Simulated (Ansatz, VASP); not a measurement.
# Mg in VASP and in Ansatz

```xyz
1
Lattice="-1.7538 1.7538 1.7538 1.7538 -1.7538 1.7538 1.7538 1.7538 -1.7538" Properties=species:S:1:pos:R:3 pbc="T T T"
Mg    0.0000    0.0000    0.0000
```

Alike in both runs: task single point; functional PBEsol; k mesh 14 × 14 × 14; occupations fermi-dirac, width 0.1 eV; no spin polarisation.

```csv
,VASP,Ansatz
version,VASP 6.6.1,Ansatz 0.2.0
potentials or method,"VASP PAW PBE potentials, release 64 (Mg), cutoff 520 eV","plane waves (420 eV) with PAW, scalar-relativistic"
valence electrons in the cell,2,10
```

Ansatz gave:

| Property | Result |
| --- | --- |
| pressure (GPa) | 1.7 |

Task: Estimate VASP's values.

Result: Pressure (GPa): 1.6.

VASP's potentials were made for PBE, not for PBEsol, and Ansatz warns of the same on its side. VASP's potentials hold 2 valence electrons a cell and Ansatz's 10, so a difference there can come from the potentials and not from the codes.
